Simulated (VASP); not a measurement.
# In (I4/mmm) in VASP: notebook

Runs on In. Level: r2SCAN. Tasks: electric field gradients.

Everything below comes from runs of VASP 6.6.1. Logs are shortened: lines on timing, memory, paths and dates and some standing lists are left out, and cuts for length are marked.

### Step 1. The cell of the first run

Symmetry: I4/mmm, No. 139, tetragonal system. The conventional cell has a = 3.259 Å, b = 3.259 Å, c = 4.986 Å, α = 90.00°, β = 90.00°, γ = 90.00°. In (site symmetry 4/mmm) has 12 In at 3.26 to 3.40 Å within 4.3 Å.

### Step 2. Electric field gradients, r2SCAN

The input, POSCAR:

```
In
1.0
   -1.6297352700      1.6297352700      2.4928993500
    1.6297352700     -1.6297352700      2.4928993500
    1.6297352700      1.6297352700     -2.4928993500
In
1
Direct
    0.0000000000      0.0000000000      0.0000000000
```

The input, INCAR.step1:

```
SYSTEM = In
PREC = Accurate
ENCUT = 520
ISMEAR = -5
SIGMA = 0.1
LREAL = .FALSE.
LASPH = .TRUE.
NELM = 100
NBANDS = 12
GGA = PE
ALGO = Normal
EDIFF = 1E-4
LWAVE = .TRUE.
LCHARG = .FALSE.
```

The input, INCAR.step2:

```
SYSTEM = In
PREC = Accurate
ENCUT = 520
EDIFF = 1E-8
ISMEAR = -5
SIGMA = 0.1
LREAL = .FALSE.
LASPH = .TRUE.
NELM = 100
ALGO = Normal
ISIF = 2
LWAVE = .FALSE.
LCHARG = .FALSE.
METAGGA = R2SCAN
LMIXTAU = .TRUE.
LEFG = .TRUE.
NBANDS = 12
ISTART = 1
```

The input, KPOINTS:

```
Automatic mesh
0
Gamma
  14 14 14
  0.5 0.5 0.5
```

Potentials or basis: VASP PAW PBE potentials, release 64 (In_d).

Run with:

```bash
$ cat potpaw_PBE.64/In_d/POTCAR > POTCAR
$ cp INCAR.step1 INCAR
$ mpirun -np 1 vasp_std > vasp.out
$ cp INCAR.step2 INCAR
$ mpirun -np 1 vasp_std > vasp.out
```

OUTCAR:

```text
SYSTEM = In
   PREC = Accurate
   ENCUT = 520
   EDIFF = 1E-8
   ISMEAR = -5
   LREAL = .FALSE.
   LASPH = .TRUE.
   NELM = 100
   ISIF = 2
   METAGGA = R2SCAN
   ISTART = 1

 ion  position               nearest neighbor table
   1  0.000  0.000  0.000-

  LATTYP: Found a body centered tetragonal cell.
 ALAT       =     3.2594705400
 C/A-ratio  =     1.5296345338

  Lattice vectors:

 A1 = (  -1.6297352700,   1.6297352700,   2.4928993500)
 A2 = (   1.6297352700,  -1.6297352700,   2.4928993500)
 A3 = (   1.6297352700,   1.6297352700,  -2.4928993500)

Analysis of symmetry for initial positions (statically):
=====================================================================
 Subroutine PRICEL returns:
 Original cell was already a primitive cell.

 Routine SETGRP: Setting up the symmetry group for a
 body centered tetragonal supercell.

 Subroutine GETGRP returns: Found 16 space group operations
 (whereof 16 operations were pure point group operations)
 out of a pool of 16 trial point group operations.

The static configuration has the point symmetry D_4h.

Analysis of symmetry for dynamics (positions and initial velocities):
=====================================================================
 Subroutine PRICEL returns:
 Original cell was already a primitive cell.

 Routine SETGRP: Setting up the symmetry group for a
 body centered tetragonal supercell.

 Subroutine GETGRP returns: Found 16 space group operations
 (whereof 16 operations were pure point group operations)
 out of a pool of 16 trial point group operations.

The dynamic configuration has the point symmetry D_4h.

 Subroutine INISYM returns: Found 16 space group operations
 (whereof 16 operations are pure point group operations),
 and found     1 'primitive' translations

----------------------------------------------------------------------------------------

                                     Primitive cell

  volume of cell :      26.4849

  direct lattice vectors                    reciprocal lattice vectors
    -1.629735270  1.629735270  2.492899350     0.000000000  0.306798294  0.200569670
     1.629735270 -1.629735270  2.492899350     0.306798294  0.000000000  0.200569670
     1.629735270  1.629735270 -2.492899350     0.306798294  0.306798294  0.000000000

  length of vectors
     3.395087815  3.395087815  3.395087815     0.366542474  0.366542474  0.433878308

  position of ions in fractional coordinates (direct lattice)
     0.000000000  0.000000000  0.000000000

  ion indices of the primitive-cell ions
   primitive index   ion index
                 1           1

----------------------------------------------------------------------------------------

 KPOINTS: Automatic mesh

Automatic generation of k-mesh.
 Grid dimensions read from file:
 generate k-points for:   14   14   14

 Generating k-lattice:

  Cartesian coordinates                     Fractional coordinates (reciprocal lattice)
     0.000000000  0.021914164  0.014326405     0.071428571  0.000000000  0.000000000
     0.021914164  0.000000000  0.014326405     0.000000000  0.071428571  0.000000000
     0.021914164  0.021914164  0.000000000     0.000000000  0.000000000  0.071428571

  Length of vectors
     0.026181605  0.026181605  0.030991308

  Shift w.r.t. Gamma in fractional coordinates (k-lattice)
     0.500000000  0.500000000  0.500000000

 TETIRR: Found   3504 inequivalent tetrahedra from    16464

 Subroutine IBZKPT returns following result:
 ===========================================

 Found    240 irreducible k-points:

 Following reciprocal coordinates:
            Coordinates               Weight
  0.035714  0.035714  0.035714      8.000000
  0.107143  0.035714  0.035714     16.000000
  0.178571  0.035714  0.035714     16.000000
  0.250000  0.035714  0.035714     16.000000
  0.321429  0.035714  0.035714     16.000000
  0.392857  0.035714  0.035714     16.000000
[... 16 lines left out ...]
  0.250000  0.178571  0.035714     16.000000
  0.321429  0.178571  0.035714     16.000000
 [... further k-points ...]
   k-points           NKPTS =    240   k-points in BZ     NKDIM =    240   number of bands    NBANDS=     12
   number of dos      NEDOS =    301   number of ions     NIONS =      1
   total plane-waves  NPLWV =  21952
   dimension x,y,z NGX =    28 NGY =   28 NGZ =   28
   dimension x,y,z NGXF=    56 NGYF=   56 NGZF=   56
   ions per type =               1
   NGX,Y,Z   is equivalent  to a cutoff of  13.71, 13.71, 13.71 a.u.
   NGXF,Y,Z  is equivalent  to a cutoff of  27.42, 27.42, 27.42 a.u.
 SYSTEM =  In
   PREC   = accura    normal or accurate (medium, high low for compatibility)
   ISTART =      1    job   : 0-new  1-cont  2-samecut
   ICHARG =      0    charge: 1-file 2-atom 10-const
   ISPIN  =      1    spin polarized calculation?
   LNONCOLLINEAR =      F non collinear calculations
   LSORBIT =      F    spin-orbit coupling
   LASPH  =      T    aspherical Exc in radial PAW
   ENCUT  =  520.0 eV  38.22 Ry    6.18 a.u.   6.31  6.31  6.31*2*pi/ulx,y,z
   NELM   =    100;   NELMIN=  2; NELMDL=  0     # of ELM steps
   EDIFF  = 0.1E-07   stopping-criterion for ELM
   LREAL  =      F    real-space projection
   EDIFFG = 0.1E-06   stopping-criterion for IOM
   NSW    =      0    number of steps for IOM
   IBRION =     -1    ionic relax: 0-MD 1-quasi-New 2-CG
   NFREE  =      0    steps in history (QN), initial steepest desc. (CG)
   ISIF   =      2    stress and relaxation
   ISYM   =      2    0-nonsym 1-usesym 2-fastsym
   POTIM  = 0.5000    time-step for ionic-motion
   TEBEG  =    0.0;   TEEND  =   0.0 temperature during run
   PSTRESS=    0.0 pullay stress
   NELECT =      13.0000    total number of electrons
   NUPDOWN=      -1.0000    fix difference up-down
   EMIN   =  10.00;   EMAX   =-10.00  energy-range for DOS
   EFERMI =   0.00;   METHOD = LEGACY
   ISMEAR =    -5;   SIGMA  =   0.10  broadening in eV -4-tet -1-fermi 0-gaus
   EFERMI_NEDOS =   21; number of points for ismear=-14 and -15
   IALGO  =     38    algorithm
   IMIX   =      4    mixing-type and parameters
     AMIX     =   0.40;   BMIX     =  1.00
     AMIX_MAG =   1.60;   BMIX_MAG =  1.00
  volume/ion in A,a.u.               =      26.48       178.73
  Fermi-wavevector in a.u.,A,eV,Ry     =   1.291387  2.440367 22.690160  1.667680
  Thomas-Fermi vector in A             =   2.423160
   LORBIT       =      0    0 simple, 1 ext, 2 COOP (PROOUT), +10 PAW based schemes
   METAGGA = R2SCAN    functional components
   LHFCALC =     F    Hartree Fock is set to
   AEXX    =    0.0000 exact exchange contribution
   IVDW    =     0    specifies the selected vdW correction
   LEPSILON=     F    determine dielectric tensor
   LRPA    =     F    only Hartree local field effects (RPA)
 non-spin polarized calculation
 Fermi weights with tetrahedron method with Bloechl corrections
  energy-cutoff  :      520.00
  volume of cell :       26.48
 maximum number of plane-waves:       726
 NGX is ok and might be reduce to    28
   NGX = 13   NGY = 13   NGZ = 13

 number of electron      13.0000005 magnetization

 Free energy of the ion-electron system (eV)
  ---------------------------------------------------
  ext. energy  EPLUGINS =         0.00000000
  ---------------------------------------------------
  free energy    TOTEN  =       -22.57339123 eV

  energy without entropy =      -22.57339123  energy(sigma->0) =      -22.57339123

 E-fermi :   7.3625     XC(G=0): -11.0075

 val. band max:        7.4129442715   @ k =  -0.3929   0.4643   0.1071
 cond. band min:       7.1919081186   @ k =   0.2500   0.2500   0.2500
 fundamental gap:     -0.2210361529
 Fermi energy:         7.3624802275

 k-point     1 :       0.0357    0.0357    0.0357
  band No.  band energies     occupation
      1      -7.9250      2.00000
      2      -7.8397      2.00000
      3      -7.8167      2.00000
      4      -7.7556      2.00000
      5      -7.6458      2.00000
      6      -2.4018      2.00000
      7      16.9991      0.00000
      8      16.9995      0.00000
      9      18.3011      0.00000
     10      19.0473      0.00000
     11      22.3673      0.00000
     12      22.7776      0.00000
[... 331 lines left out ...]
 k-point    24 :       0.3214    0.1786    0.0357
  band No.  band energies     occupation
      1      -7.8876      2.00000
      2      -7.8276      2.00000
      3      -7.7702      2.00000
      4      -7.6533      2.00000
      5      -7.5876      2.00000
      6       1.9811      2.00000
      7       6.8476      1.60410
      8      11.2963      0.00000
      9      14.8134      0.00000
     10      17.1708      0.00000
     11      20.9290      0.00000
     12      24.3779      0.00000

 [... further k-points ...]

------------------------ aborting loop because EDIFF is reached ----------------------------------------

  FORCE on cell =-STRESS in cart. coord.  units (eV):
  Direction    XX          YY          ZZ          XY          YZ          ZX
  --------------------------------------------------------------------------------------
  -------------------------------------------------------------------------------------
  Total       -0.0308902     -0.0308902     -0.0530969      0.0000000     -0.0000000      0.0000000
  in kB       -1.8686682     -1.8686682     -3.2120413      0.0000000     -0.0000000      0.0000000
  external PRESSURE =      -2.3164592 kB  Pullay stress =       0.0000000 kB

 VOLUME and BASIS-vectors are now :
 -----------------------------------------------------------------------------
  energy-cutoff  :      520.00
  volume of cell :       26.48
      direct lattice vectors                 reciprocal lattice vectors
    -1.629735270  1.629735270  2.492899350     0.000000000  0.306798294  0.200569670
     1.629735270 -1.629735270  2.492899350     0.306798294  0.000000000  0.200569670
     1.629735270  1.629735270 -2.492899350     0.306798294  0.306798294  0.000000000

 POSITION                                       TOTAL-FORCE (eV/Angst)
 -----------------------------------------------------------------------------------
      0.00000      0.00000      0.00000         0.000000     -0.000000      0.000000
 -----------------------------------------------------------------------------------
    total drift:                               -0.000000     -0.000000     -0.000000

  FREE ENERGIE OF THE ION-ELECTRON SYSTEM (eV)
  ---------------------------------------------------
  free  energy   TOTEN  =       -22.5733912294 eV

  energy  without entropy=      -22.5733912294  energy(sigma->0) =      -22.57339123

 Electric field gradients (V/A^2)
---------------------------------------------------------------------
 ion       V_xx      V_yy      V_zz      V_xy      V_xz      V_yz
---------------------------------------------------------------------
   1     -14.989   -14.989    29.979     0.001     0.001     0.001
---------------------------------------------------------------------

 Electric field gradients after diagonalization (V/A^2)
 (convention: |V_zz| > |V_xx| > |V_yy|)
----------------------------------------------------------------------
 ion       V_xx      V_yy      V_zz     asymmetry (V_yy - V_xx)/ V_zz
----------------------------------------------------------------------
   1     -14.990   -14.989    29.979       0.000
----------------------------------------------------------------------

           NMR quadrupolar parameters

 Cq : quadrupolar parameter    Cq=e*Q*V_zz/h
 eta: asymmetry parameters     (V_yy - V_xx)/ V_zz
 Q  : nuclear electric quadrupole moment in mb (millibarn)
----------------------------------------------------------------------
 ion       Cq(MHz)       eta       Q (mb)
----------------------------------------------------------------------
   1       0.072       0.000       1.000
----------------------------------------------------------------------
```

It took 5.5 min on 1 thread of Intel Xeon Platinum 8488C (Sapphire Rapids), shared host; peak memory 0.22 GiB.

Results:

```
Free energy                             : -22.5734 eV
Pressure                                : -0.2 GPa
Band gap on the k mesh                  : zero (an odd number of electrons rules out a gap without spin polarisation)
Largest electric field gradient by atom : In +30.0 V/Å²
```

Stress tensor (GPa, compression positive):
```
-0.19  0.00  0.00
 0.00 -0.19  0.00
 0.00  0.00 -0.32
```

Electric field gradients, principal values (V/Å²):
```csv
atom,least,middle,greatest (by size)
1 In,-14.989,-14.990,29.979
```

Caveat: without QUAD_EFG the Cq values of the log hold for a quadrupole moment of 1 mb, not for the nuclei; the PAW data sets were made with another functional, which shifts forces and pressure a little; spin-orbit coupling is left out, which moves the levels of the heavy elements; tetrahedron occupations give inexact forces and stress in metals.

### Step 3. Electric field gradients, r2SCAN (27.28 Å³/atom)

This run uses another cell than the first one, of 27.28 Å³/atom.

The input, POSCAR:

```
In
1.0
   -1.6458723122      1.6458723122      2.5175831271
    1.6458723122     -1.6458723122      2.5175831271
    1.6458723122      1.6458723122     -2.5175831271
In
1
Direct
    0.0000000000      0.0000000000      0.0000000000
```

The input, INCAR.step1:

```
ALGO = Normal ; EDIFF = 1E-4
ENCUT = 520 ; GGA = PE
ISMEAR = -1 ; LASPH = True
LCHARG = False ; LREAL = False
LWAVE = True ; NBANDS = 12
NELM = 100 ; PREC = Accurate
SIGMA = 0.03
```

The input, INCAR.step2:

```
ALGO = Normal ; EDIFF = 1E-8
ENCUT = 520 ; ISIF = 2
ISMEAR = -1 ; ISTART = 1
LASPH = True ; LCHARG = False
LEFG = True ; LMIXTAU = True
LREAL = False ; LWAVE = False
METAGGA = R2SCAN ; NBANDS = 12
NELM = 100 ; PREC = Accurate
SIGMA = 0.03
```

The input, KPOINTS:

```
k-points
0
Gamma
  14 14 14
```

Potentials or basis: VASP PAW PBE potentials, release 64 (In_d).

Run with:

```bash
$ cat potpaw_PBE.64/In_d/POTCAR > POTCAR
$ cp INCAR.step1 INCAR
$ mpirun -np 1 vasp_std > vasp.out
$ cp INCAR.step2 INCAR
$ mpirun -np 1 vasp_std > vasp.out
```

OUTCAR:

```text
EDIFF = 1E-8
   ENCUT = 520
   ISIF = 2
   ISMEAR = -1
   ISTART = 1
   LASPH = True
   LREAL = False
   METAGGA = R2SCAN
   NELM = 100
   PREC = Accurate

 ion  position               nearest neighbor table
   1  0.000  0.000  0.000-

  LATTYP: Found a body centered tetragonal cell.
 ALAT       =     3.2917446244
 C/A-ratio  =     1.5296345339

  Lattice vectors:
[... 568 lines left out ...]
 -----------------------------------------------------------------------------------
    total drift:                               -0.000000     -0.000000     -0.000000

  FREE ENERGIE OF THE ION-ELECTRON SYSTEM (eV)
  ---------------------------------------------------
  free  energy   TOTEN  =       -22.5720896553 eV

  energy  without entropy=      -22.5708894194  energy(sigma->0) =      -22.57148954

 Electric field gradients (V/A^2)
---------------------------------------------------------------------
 ion       V_xx      V_yy      V_zz      V_xy      V_xz      V_yz
---------------------------------------------------------------------
   1     -13.429   -13.429    26.859     0.002     0.001     0.001
---------------------------------------------------------------------

 Electric field gradients after diagonalization (V/A^2)
 (convention: |V_zz| > |V_xx| > |V_yy|)
----------------------------------------------------------------------
 ion       V_xx      V_yy      V_zz     asymmetry (V_yy - V_xx)/ V_zz
----------------------------------------------------------------------
   1     -13.431   -13.428    26.859       0.000
----------------------------------------------------------------------

           NMR quadrupolar parameters

 Cq : quadrupolar parameter    Cq=e*Q*V_zz/h
 eta: asymmetry parameters     (V_yy - V_xx)/ V_zz
 Q  : nuclear electric quadrupole moment in mb (millibarn)
----------------------------------------------------------------------
 ion       Cq(MHz)       eta       Q (mb)
----------------------------------------------------------------------
   1       0.065       0.000       1.000
----------------------------------------------------------------------
```

Wall time 4.5 min (1 thread of Intel Xeon Platinum 8488C (Sapphire Rapids), shared host); peak memory 0.22 GiB.

What came out:

- Free energy: -22.5721 eV
- Pressure: -1.5 GPa
- Band gap on the k mesh: zero (an odd number of electrons rules out a gap without spin polarisation)
- Largest electric field gradient by atom: In +26.9 V/Å²

Levels at points of the mesh, in eV from the Fermi level:
| k point | band 3 | band 4 | band 5 | band 6 | band 7 | band 8 | band 9 | band 10 |
| --- | --- | --- | --- | --- | --- | --- | --- | --- |
| (0.00, 0.00, 0.00) | -15.21 | -15.14 | -15.03 | -9.79 | 10.71 | 10.71 | 10.91 | 12.07 |
| (0.50, 0.00, 0.00) | -15.19 | -14.95 | -14.91 | -4.49 | -3.44 | 7.57 | 9.36 | 11.53 |
| (0.50, 0.50, 0.00) | -14.95 | -14.94 | -14.84 | -2.08 | -1.69 | 3.49 | 4.06 | 7.30 |
| (0.50, 0.50, 0.50) | -14.93 | -14.91 | -14.91 | -3.12 | -2.81 | 4.87 | 4.87 | 8.24 |

Electric field gradients, principal values (V/Å²):
| atom | least | middle | greatest (by size) |
| --- | --- | --- | --- |
| 1 In | -13.428 | -13.431 | 26.859 |

Caveat: without QUAD_EFG the Cq values of the log hold for a quadrupole moment of 1 mb, not for the nuclei; the PAW data sets were made with another functional, which shifts forces and pressure a little; spin-orbit coupling is left out, which moves the levels of the heavy elements.

[end of part 1 of 2]

The gap in the log of VASP goes by the Fermi energy; the results here count the filled bands.